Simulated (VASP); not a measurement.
# AlSi23HO48 (a cell with a defect): single point with PBE

The system is AlSi23HO48 (a cell with a defect).

```
Si O Al H
1.0
     9.83160    0.00000    0.00000
    -4.91580    8.51441    0.00000
     0.00000    0.00000   10.81820
Si O Al H
23 48 1 1
Direct
  0.27079 0.00015 0.16023
  0.00311 0.27388 0.33726
  0.22577 0.23272 0.00106
  0.26626 0.99635 0.66158
  0.99733 0.26954 0.83715
  0.23246 0.22407 0.49660
  0.26838 0.50202 0.16888
  0.00460 0.77041 0.33325
  0.23075 0.72808 0.99527
  0.99830 0.76606 0.83163
  0.23774 0.73554 0.49726
  0.76902 0.00998 0.16579
  0.49877 0.26303 0.32820
  0.72711 0.23496 0.99833
  0.76994 0.00285 0.66561
  0.48972 0.26907 0.82993
  0.73085 0.23360 0.50056
  0.76876 0.50191 0.16919
  0.50087 0.77287 0.33079
  0.74444 0.74466 0.00645
  0.75748 0.50063 0.66414
  0.50876 0.77017 0.84005
  0.73678 0.74008 0.49528
  0.06700 0.20146 0.44238
  0.29337 0.36357 0.11091
  0.14244 0.43808 0.28162
  0.20473 0.06878 0.05358
  0.35637 0.28341 0.38113
  0.43744 0.13642 0.21519
  0.05727 0.20094 0.95008
  0.30109 0.34612 0.60882
  0.13444 0.43353 0.78725
  0.20073 0.05380 0.54667
  0.35299 0.29618 0.88785
  0.42709 0.13776 0.72148
  0.07156 0.71361 0.44681
  0.30131 0.86718 0.09818
  0.14159 0.93030 0.27060
  0.20289 0.56748 0.05903
  0.36420 0.80360 0.38312
  0.43535 0.64070 0.22163
  0.06615 0.70237 0.94070
  0.30415 0.86412 0.61004
  0.13527 0.92727 0.77156
  0.21527 0.57371 0.54738
  0.35596 0.77876 0.88022
  0.45522 0.62068 0.73690
  0.56746 0.20103 0.43809
  0.79211 0.36397 0.10917
  0.63540 0.43190 0.27653
  0.69824 0.06889 0.05457
  0.86991 0.30558 0.39763
  0.93027 0.15143 0.22209
  0.56573 0.21551 0.93992
  0.77804 0.35689 0.61509
  0.61637 0.44059 0.76892
  0.70681 0.06948 0.55560
  0.85424 0.29268 0.88760
  0.93113 0.13755 0.72655
  0.57139 0.71435 0.44206
  0.80850 0.87856 0.11256
  0.63890 0.93752 0.27499
  0.71264 0.57825 0.06095
  0.86704 0.80139 0.38565
  0.93444 0.63426 0.22733
  0.57715 0.71789 0.95441
  0.79784 0.86549 0.60931
  0.63403 0.92975 0.77281
  0.70533 0.57295 0.55080
  0.86631 0.80038 0.89095
  0.92055 0.63170 0.72558
  0.26001 0.48562 0.66354
  0.51869 0.55486 0.75000
```

```yaml
Program: VASP 6.6.1
Task: single point
Functional: PBE
Potentials_or_basis: VASP PAW PBE potentials, release 64 (Si, O, Al, H)
Cutoff: 520 eV
k_mesh: 1 × 1 × 1
Occupations: gaussian, width 0.02 eV
Spin: no spin polarisation
Dipole_correction: no
Further_INCAR_settings: LREAL = Auto; ALGO = Normal; EDIFF = 1e-06; NBANDS = 234
```

The pressure is 2.6 GPa. The largest force is 2.666 eV/Å and the band gap on the k mesh is 5.32 eV.

Forces in eV/Å, atoms in the order of the input:
```
Si   0.016 -0.020  0.000
Si   0.010  0.018  0.000
Si  -0.029 -0.007  0.026
Si   0.003 -0.037 -0.014
Si   0.008  0.001 -0.026
Si  -0.031 -0.010 -0.019
Si   0.003  0.013 -0.009
Si  -0.003  0.019 -0.002
Si   0.048 -0.005 -0.054
Si   0.017  0.037  0.040
Si   0.016 -0.019  0.011
Si   0.016 -0.013 -0.003
Si  -0.013  0.011 -0.005
Si   0.038 -0.028  0.030
Si  -0.025 -0.043  0.048
Si  -0.096 -0.254  0.121
Si   0.017 -0.053 -0.025
Si   0.011  0.008  0.002
Si   0.005 -0.001  0.009
Si  -0.084  0.007 -0.002
Si   0.208  0.106 -0.208
Si   0.042 -0.274 -0.233
Si  -0.053  0.036  0.002
O    0.004  0.006  0.001
O   -0.001 -0.018 -0.015
O    0.001 -0.009 -0.001
O    0.009  0.012 -0.002
O    0.001 -0.008  0.006
O   -0.002  0.010  0.007
O   -0.001  0.001 -0.004
O    0.010 -0.023  0.001
O   -0.015  0.000 -0.012
O    0.011  0.000  0.001
O    0.055  0.008 -0.026
O    0.014  0.069  0.024
O    0.002  0.009 -0.001
O   -0.021  0.005  0.007
O    0.007 -0.007 -0.006
O    0.009 -0.007  0.018
O   -0.013 -0.005  0.004
O   -0.006  0.003  0.006
O   -0.026  0.009 -0.015
O   -0.019  0.008 -0.006
O    0.015  0.000 -0.014
O   -0.010 -0.027 -0.004
O   -0.080  0.017  0.075
O    2.276 -1.341  0.360
O    0.000  0.018  0.003
O   -0.018 -0.008 -0.014
O    0.011 -0.003  0.000
O   -0.003  0.020 -0.002
O   -0.013 -0.005  0.012
O   -0.011  0.009  0.008
O   -0.022  0.051 -0.056
O   -0.055  0.028  0.054
O   -0.249  0.190 -0.001
O   -0.002  0.031 -0.010
O   -0.018 -0.008  0.005
O   -0.003  0.021  0.018
O    0.011  0.011 -0.016
O   -0.003  0.005  0.007
O    0.007 -0.003 -0.005
O    0.024 -0.015  0.004
O    0.004 -0.022  0.006
O   -0.012  0.007  0.007
O    0.079  0.027  0.092
O    0.014 -0.013 -0.025
O    0.042  0.086 -0.030
O    0.026 -0.040  0.057
O    0.019 -0.020 -0.009
O   -0.053 -0.043 -0.001
Al   0.182  0.163  0.122
H   -2.298  1.309 -0.320
```

Stress tensor (GPa, compression positive):
```
 1.95  0.41 -0.18
 0.41  2.84 -0.16
-0.18 -0.16  3.09
```

Levels at points of the mesh, in eV from the valence-band top:
| k point | band 190 | band 191 | band 192 | band 193 | band 194 | band 195 |
| --- | --- | --- | --- | --- | --- | --- |
| (0.00, 0.00, 0.00) | -0.36 | -0.23 | 0.00 | 5.32 | 6.97 | 7.38 |

Run time: 5.9 min on 1 thread of AMD EPYC 7R43 64-Core Processor (Zen 3), on a shared host, peak memory 0.94 GiB.

Caveat: the k points lie up to 0.74 Å⁻¹ apart.
